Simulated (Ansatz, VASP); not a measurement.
## TiO2: VASP beside Ansatz

```
Ti O
1.0
     4.81270    0.00000    0.00000
     0.00000    4.87188    0.00000
    -0.86289    0.00000    4.96659
Ti O
4 8
Direct
  0.27744 0.44719 0.71315
  0.72256 0.94719 0.78685
  0.72256 0.55281 0.28685
  0.27744 0.05281 0.21315
  0.44536 0.74237 0.96677
  0.55464 0.24237 0.53323
  0.55464 0.25763 0.03323
  0.44536 0.75763 0.46677
  0.06384 0.32303 0.35156
  0.93616 0.82303 0.14844
  0.93616 0.67697 0.64844
  0.06384 0.17697 0.85156
```

Alike in both runs: task electric field gradients; functional r2SCAN; k mesh 5 × 4 × 4; occupations fermi-dirac, width 0.02 eV; no spin polarisation.

```csv
,VASP,Ansatz
version,VASP 6.6.1,Ansatz 0.2.0
potentials or method,"VASP PAW PBE potentials, release 64 (Ti_sv, O)","plane-wave PAW, scalar-relativistic"
plane-wave cutoff (eV),520,500
valence electrons in the cell,96,96
```

Ansatz gave:

| Item | Value |
| --- | --- |
| gap on the k mesh at the Fermi level (eV) | 2.70 |
| pressure (GPa) | -1.5 |
| traceless stress, the component that is largest in VASP (GPa) | -0.20 |
| rms of the force components (eV/Å) | 0.051 |
| size of Vzz on the site where it differs most (V/Å²) | 26.5 |

**Question.** Estimate VASP's values.

**Answer.** gap on the k mesh at the Fermi level (eV): 2.72; pressure (GPa): 0.0; traceless stress, the component that is largest in VASP (GPa): -0.10; rms of the force components (eV/Å): 0.017; size of Vzz on the site where it differs most (V/Å²): 25.2.

VASP's potentials were made for PBE, not for r2SCAN. Atom by atom the forces differ by 0.042 eV/Å (rms over components).
